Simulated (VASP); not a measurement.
# O in VASP: a series of runs

Runs on O. Level: LDA. Tasks: single point.

All numbers are computed with VASP 6.6.1; they aren't measurements. Logs are shortened: lines on timing, memory, paths and dates and some standing lists are left out, and cuts for length are marked.

## (1) The cell of the first run

The cell holds a disordered packing, 20 atoms: a = 7.218 Å, b = 7.218 Å, c = 7.218 Å, α = 90.00°, β = 90.00°, γ = 90.00°.

## (2) Single point, LDA, collinear spin, ferromagnetic start

Input file INCAR:

```
SYSTEM = O
ALGO = Normal
EDIFF = 1E-6
ENCUT = 1000
GGA = CA
GGA_COMPAT = .FALSE.
ISIF = 2
ISMEAR = -1
ISPIN = 2
LASPH = .TRUE.
LCHARG = .TRUE.
LELF = .TRUE.
LORBIT = 11
LREAL = Auto
LVHAR = .TRUE.
LWAVE = .FALSE.
MAGMOM = 1 1 1 1 1 1 1 1 1 1 1 1 1 1 1 1 1 1 1 1
NBANDS = 80
NELM = 200
PREC = Accurate
SIGMA = 0.05
```

Input file KPOINTS:

```
k-points
0
G
  1 1 1
  0 0 0
```

Input file POSCAR:

```
O
1.0
    7.2176520000      0.0000000000      0.0000000000
    0.0000000000      7.2176520000      0.0000000000
    0.0000000000      0.0000000000      7.2176520000
O
20
Direct
    0.5175034028      0.5917241721      0.4711321092
    0.5576465806      0.4499865081      0.3938965427
    0.6831852240      0.6985236328      0.8908849756
    0.7623612453      0.5759675787      0.8111699236
    0.3203996394      0.4388612163      1.0139854291
    0.3893258314      0.4074324984      0.8658106333
    0.3723254810      0.9777708480      0.5354823992
    0.3478950099      1.0100641057      0.3741078128
    0.7416493619      0.0930317637      0.2885733072
    0.7190209392     -0.0621578663      0.2330486020
    0.9919337163      0.8539149197      0.5585971041
    1.0026243075      0.8917375794      0.7201809155
    0.7321260643      0.1673158987      0.8777060185
    0.7055183457      0.1675259478      0.7135194200
    0.1668949776      0.3542892005      0.4989995219
    0.0698242621      0.4310274391      0.6100957170
    0.3261316892      0.8461034010     -0.0148287839
    0.3605640413      1.0068908710     -0.0405376331
   -0.0890913363      0.5678212146      0.2315441387
    0.0384603169      0.6704623708      0.2021653466
```

Potentials or basis: VASP PAW LDA potentials, release 64 (O_h).

Command:

```bash
cat potpaw_LDA.64/O_h/POTCAR > POTCAR
mpirun -np 1 vasp_gam > vasp.out
```

OUTCAR:

```text
SYSTEM = O
   EDIFF = 1E-6
   ENCUT = 1000
   GGA = CA
   ISIF = 2
   ISMEAR = -1
   ISPIN = 2
   LASPH = .TRUE.
   LORBIT = 11
   LREAL = Auto
   NELM = 200
   PREC = Accurate

 ion  position               nearest neighbor table
   1  0.518  0.592  0.471-   2 1.20
   2  0.558  0.450  0.394-   1 1.20
   3  0.683  0.699  0.891-   4 1.20
   4  0.762  0.576  0.811-   3 1.20
   5  0.320  0.439  0.014-   6 1.20
   6  0.389  0.407  0.866-   5 1.20
[... 12 lines left out ...]
  19  0.911  0.568  0.232-  20 1.20
  20  0.038  0.670  0.202-  19 1.20

  LATTYP: Found a simple cubic cell.
 ALAT       =     7.2176520000

  Lattice vectors:

 A1 = (   7.2176520000,   0.0000000000,   0.0000000000)
 A2 = (   0.0000000000,   7.2176520000,   0.0000000000)
 A3 = (   0.0000000000,   0.0000000000,   7.2176520000)

Analysis of symmetry for initial positions (statically):
=====================================================================
 Subroutine PRICEL returns:
 Original cell was already a primitive cell.

 Routine SETGRP: Setting up the symmetry group for a
 simple cubic supercell.

 Subroutine GETGRP returns: Found  1 space group operations
 (whereof  1 operations were pure point group operations)
 out of a pool of 48 trial point group operations.

The static configuration has the point symmetry C_1 .

Analysis of symmetry for dynamics (positions and initial velocities):
=====================================================================
 Subroutine PRICEL returns:
 Original cell was already a primitive cell.

 Routine SETGRP: Setting up the symmetry group for a
 simple cubic supercell.

 Subroutine GETGRP returns: Found  1 space group operations
 (whereof  1 operations were pure point group operations)
 out of a pool of 48 trial point group operations.

The dynamic configuration has the point symmetry C_1 .

Analysis of structural, dynamic, and magnetic symmetry:
=====================================================================
 Subroutine PRICEL returns:
 Original cell was already a primitive cell.

 Routine SETGRP: Setting up the symmetry group for a
 simple cubic supercell.

 Subroutine GETGRP returns: Found  1 space group operations
 (whereof  1 operations were pure point group operations)
 out of a pool of 48 trial point group operations.

The overall configuration has the point symmetry C_1 .

 Subroutine INISYM returns: Found  1 space group operations
 (whereof  1 operations are pure point group operations),
 and found     1 'primitive' translations

----------------------------------------------------------------------------------------

                                     Primitive cell

  volume of cell :     376.0000

  direct lattice vectors                    reciprocal lattice vectors
     7.217652000  0.000000000  0.000000000     0.138549212  0.000000000  0.000000000
     0.000000000  7.217652000  0.000000000     0.000000000  0.138549212  0.000000000
     0.000000000  0.000000000  7.217652000     0.000000000  0.000000000  0.138549212

  length of vectors
     7.217652000  7.217652000  7.217652000     0.138549212  0.138549212  0.138549212

  position of ions in fractional coordinates (direct lattice)
     0.517503403  0.591724172  0.471132109
     0.557646581  0.449986508  0.393896543
     0.683185224  0.698523633  0.890884976
     0.762361245  0.575967579  0.811169924
     0.320399639  0.438861216  0.013985429
     0.389325831  0.407432498  0.865810633
[... 12 lines left out ...]
     0.910908664  0.567821215  0.231544139
     0.038460317  0.670462371  0.202165347

  ion indices of the primitive-cell ions
   primitive index   ion index
                 1           1
                 2           2
                 3           3
                 4           4
                 5           5
                 6           6
[... 12 lines left out ...]
                19          19
                20          20

----------------------------------------------------------------------------------------

 KPOINTS: k-points

Automatic generation of k-mesh.
 Grid dimensions read from file:
 generate k-points for:    1    1    1

 Generating k-lattice:

  Cartesian coordinates                     Fractional coordinates (reciprocal lattice)
     0.138549212  0.000000000  0.000000000     1.000000000  0.000000000  0.000000000
     0.000000000  0.138549212  0.000000000     0.000000000  1.000000000  0.000000000
     0.000000000  0.000000000  0.138549212     0.000000000  0.000000000  1.000000000

  Length of vectors
     0.138549212  0.138549212  0.138549212

  Shift w.r.t. Gamma in fractional coordinates (k-lattice)
     0.000000000  0.000000000  0.000000000

 Subroutine IBZKPT returns following result:
 ===========================================

 Found      1 irreducible k-points:

 Following reciprocal coordinates:
            Coordinates               Weight
  0.000000  0.000000  0.000000      1.000000
   k-points           NKPTS =      1   k-points in BZ     NKDIM =      1   number of bands    NBANDS=     80
   number of dos      NEDOS =    301   number of ions     NIONS =     20
   total plane-waves  NPLWV = 512000
   dimension x,y,z NGX =    80 NGY =   80 NGZ =   80
   dimension x,y,z NGXF=   160 NGYF=  160 NGZF=  160
   ions per type =              20
   NGX,Y,Z   is equivalent  to a cutoff of  18.43, 18.43, 18.43 a.u.
   NGXF,Y,Z  is equivalent  to a cutoff of  36.85, 36.85, 36.85 a.u.
 SYSTEM =  O
   PREC   = accura    normal or accurate (medium, high low for compatibility)
   ISTART =      0    job   : 0-new  1-cont  2-samecut
   ICHARG =      2    charge: 1-file 2-atom 10-const
   ISPIN  =      2    spin polarized calculation?
   LNONCOLLINEAR =      F non collinear calculations
   LSORBIT =      F    spin-orbit coupling
   LASPH  =      T    aspherical Exc in radial PAW
   ENCUT  = 1000.0 eV  73.50 Ry    8.57 a.u.  18.61 18.61 18.61*2*pi/ulx,y,z
   NELM   =    200;   NELMIN=  2; NELMDL= -5     # of ELM steps
   EDIFF  = 0.1E-05   stopping-criterion for ELM
   LREAL  =      T    real-space projection
   EDIFFG = 0.1E-04   stopping-criterion for IOM
   NSW    =      0    number of steps for IOM
   IBRION =     -1    ionic relax: 0-MD 1-quasi-New 2-CG
   NFREE  =      0    steps in history (QN), initial steepest desc. (CG)
   ISIF   =      2    stress and relaxation
   ISYM   =      2    0-nonsym 1-usesym 2-fastsym
   POTIM  = 0.5000    time-step for ionic-motion
   TEBEG  =    0.0;   TEEND  =   0.0 temperature during run
   PSTRESS=    0.0 pullay stress
   NELECT =     120.0000    total number of electrons
   NUPDOWN=      -1.0000    fix difference up-down
   EMIN   =  10.00;   EMAX   =-10.00  energy-range for DOS
   EFERMI =   0.00;   METHOD = LEGACY
   ISMEAR =    -1;   SIGMA  =   0.05  broadening in eV -4-tet -1-fermi 0-gaus
   EFERMI_NEDOS =   21; number of points for ismear=-14 and -15
   IALGO  =     38    algorithm
   IMIX   =      4    mixing-type and parameters
     AMIX     =   0.40;   BMIX     =  1.00
     AMIX_MAG =   1.60;   BMIX_MAG =  1.00
  volume/ion in A,a.u.               =      18.80       126.87
  Fermi-wavevector in a.u.,A,eV,Ry     =   1.118766  2.114161 17.029564  1.251638
  Thomas-Fermi vector in A             =   2.255400
   LORBIT       =     11    0 simple, 1 ext, 2 COOP (PROOUT), +10 PAW based schemes
   GGA     = CA    functional components
   LHFCALC =     F    Hartree Fock is set to
   AEXX    =    0.0000 exact exchange contribution
   IVDW    =     0    specifies the selected vdW correction
   LEPSILON=     F    determine dielectric tensor
   LRPA    =     F    only Hartree local field effects (RPA)
 spin polarized calculation
  energy-cutoff  :     1000.00
  volume of cell :      376.00
 maximum number of plane-waves:     13541
 NGX is ok and might be reduce to    80
   NGX = 37   NGY = 37   NGZ = 37

 number of electron     120.0000002 magnetization      19.9999889

 Free energy of the ion-electron system (eV)
  ---------------------------------------------------
  ext. energy  EPLUGINS =         0.00000000
  ---------------------------------------------------
  free energy    TOTEN  =      -107.83843847 eV

  energy without entropy =     -107.83843041  energy(sigma->0) =     -107.83843444

 E-fermi :  -1.6920     XC(G=0):  -7.5312

 val. band max:       -2.3397803395   @ k =   0.0000   0.0000   0.0000
 cond. band min:      -1.0737400918   @ k =   0.0000   0.0000   0.0000
 fundamental gap:      1.2660402477
 Fermi energy:        -1.6919523569

 spin component 1

 k-point     1 :       0.0000    0.0000    0.0000
  band No.  band energies     occupation
      1     -29.0429      1.00000
      2     -28.9738      1.00000
      3     -28.9616      1.00000
      4     -28.9163      1.00000
      5     -28.8939      1.00000
      6     -28.8870      1.00000
[... 64 lines left out ...]
     71       3.8168      0.00000
     72       5.0137      0.00000
 Fermi energy:        -1.6919523569

 spin component 2

 k-point     1 :       0.0000    0.0000    0.0000
  band No.  band energies     occupation
      1     -27.8430      1.00000
      2     -27.7714      1.00000
      3     -27.7581      1.00000
      4     -27.7127      1.00000
      5     -27.6894      1.00000
      6     -27.6817      1.00000
[... 64 lines left out ...]
     71       4.2625      0.00000
     72       5.5472      0.00000
 [bands above 72 left out]

------------------------ aborting loop because EDIFF is reached ----------------------------------------

  FORCE on cell =-STRESS in cart. coord.  units (eV):
  Direction    XX          YY          ZZ          XY          YZ          ZX
  --------------------------------------------------------------------------------------
  -------------------------------------------------------------------------------------
  Total        0.1418223      0.6895577      1.1222954     -0.0915005      0.7073331     -0.6862193
  in kB        0.6043206      2.9382815      4.7822242     -0.3898938      3.0140241     -2.9240561
  external PRESSURE =       2.7749421 kB  Pullay stress =       0.0000000 kB

 VOLUME and BASIS-vectors are now :
 -----------------------------------------------------------------------------
  energy-cutoff  :     1000.00
  volume of cell :      376.00
      direct lattice vectors                 reciprocal lattice vectors
     7.217652000  0.000000000  0.000000000     0.138549212  0.000000000  0.000000000
     0.000000000  7.217652000  0.000000000     0.000000000  0.138549212  0.000000000
     0.000000000  0.000000000  7.217652000     0.000000000  0.000000000  0.138549212

 POSITION                                       TOTAL-FORCE (eV/Angst)
 -----------------------------------------------------------------------------------
      3.73516      4.27086      3.40047        -0.110807      0.366875      0.199798
      4.02490      3.24785      2.84301         0.110737     -0.375475     -0.195456
      4.93099      5.04170      6.43010        -0.204399      0.319708      0.211387
      5.50246      4.15713      5.85474         0.218462     -0.321136     -0.203968
      2.31253      3.16755      0.10094        -0.178889      0.074688      0.376785
      2.81002      2.94071      6.24912         0.178784     -0.077905     -0.377755
[... 12 lines left out ...]
      6.57462      4.09834      1.67121        -0.340026     -0.268483      0.078793
      0.27759      4.83916      1.45916         0.329831      0.267226     -0.076697
 -----------------------------------------------------------------------------------
    total drift:                               -0.004023     -0.006613      0.001875

  FREE ENERGIE OF THE ION-ELECTRON SYSTEM (eV)
  ---------------------------------------------------
  free  energy   TOTEN  =      -107.8384384742 eV

  energy  without entropy=     -107.8384304150  energy(sigma->0) =     -107.83843444

 total charge

# of ion       s       p       d       tot
------------------------------------------
    1        1.076   2.231   0.000   3.307
    2        1.077   2.229   0.000   3.305
    3        1.076   2.230   0.000   3.307
    4        1.076   2.231   0.000   3.307
    5        1.077   2.229   0.000   3.306
    6        1.076   2.232   0.000   3.307
[... 12 lines left out ...]
   19        1.076   2.230   0.000   3.307
   20        1.077   2.229   0.000   3.306
--------------------------------------------------
tot         21.526  44.603   0.000  66.129

 magnetization (x)

# of ion       s       p       d       tot
------------------------------------------
    1        0.013   0.602   0.000   0.615
    2        0.013   0.608   0.000   0.622
    3        0.013   0.604   0.000   0.618
    4        0.013   0.604   0.000   0.617
    5        0.013   0.607   0.000   0.621
    6        0.013   0.603   0.000   0.615
[... 12 lines left out ...]
   19        0.013   0.603   0.000   0.616
   20        0.013   0.606   0.000   0.620
--------------------------------------------------
tot          0.264  12.096   0.000  12.359
```

It took 3.7 min on 1 thread of Intel Xeon Platinum 8259CL at 2.50GHz (Skylake/Cascade Lake), shared host; peak memory 0.77 GiB.

Results:

```
Free energy                                           : -107.8384 eV
Pressure                                              : 0.3 GPa
Largest force                                         : 0.449 eV/Å
Net moment                                            : 20.00 μB per cell
Site moments                                          : O +0.61, +0.62 (each value once) μB
Valence electrons inside the program's atomic spheres : O 3.31
```

Forces in eV/Å, atoms in the order of the input:
```
O   -0.111  0.367  0.200
O    0.111 -0.375 -0.195
O   -0.204  0.320  0.211
O    0.218 -0.321 -0.204
O   -0.179  0.075  0.377
O    0.179 -0.078 -0.378
O    0.067 -0.077  0.423
O   -0.067  0.082 -0.419
O    0.058  0.402  0.141
O   -0.053 -0.395 -0.138
O   -0.029 -0.102 -0.436
O    0.032  0.097  0.423
O    0.070  0.005  0.436
O   -0.066 -0.002 -0.441
O    0.251 -0.200 -0.290
O   -0.263  0.203  0.291
O   -0.090 -0.404  0.062
O    0.084  0.406 -0.065
O   -0.340 -0.268  0.079
O    0.330  0.267 -0.077
```

Caveat: the k points lie up to 0.87 Å⁻¹ apart, too coarse for converged energies, forces and pressures.

[end of part 1 of 2]
